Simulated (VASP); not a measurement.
Nb:

```
Nb
1.0
    -1.69658    1.69658    1.69658
     1.69658   -1.69658    1.69658
     1.69658    1.69658   -1.69658
Nb
1
Direct
  0.00000 0.00000 0.00000
```

* Program: VASP 6.6.1
* Task: relaxation of cell and atoms
* Functional: PBE
* Dispersion: TS
* Potentials or basis: VASP PAW PBE potentials, release 64 (Nb_sv)
* Cutoff: 780 eV
* k mesh: 15 × 15 × 15
* Occupations: methfessel-paxton of order 2, width 0.05 eV
* Spin: no spin polarisation

At the start: pressure -26.7 GPa; volume 19.53 Å³/atom.

Task: How do energy, volume and symmetry change on relaxing?

Result: Over 7 steps the energy falls by 260.5 meV/atom and the volume is 16.48 Å³/atom (-15.6 %); space group Im-3m (No. 229, to 0.1 Å) before and after.

Step by step:
```csv
step,energy change (eV),largest force (eV/Å),pressure (GPa),volume (Å³)
1,0.0000,0.0000,-26.72,19.53
2,1.3309,0.0000,135.26,11.70
3,-0.2583,0.0000,-5.87,16.95
4,-0.2619,0.0000,-1.57,16.60
5,-0.2609,0.0000,0.01,16.48
6,-0.2605,0.0000,0.01,16.48
7,-0.2605,0.0000,0.01,16.48
```

Final structure:
```
CELL_PARAMETERS angstrom
-1.60314 1.60314 1.60314
1.60314 -1.60314 1.60314
1.60314 1.60314 -1.60314
ATOMIC_POSITIONS crystal
Nb 0.00000 0.00000 0.00000
```

Where two steps share one volume, the run began anew on that cell with a basis built for it.

Caveat: the volume moved by over 15 % at a fixed basis, so the end points are rough; the dispersion term is far too large for a dense solid, which distorts pressure and volume.
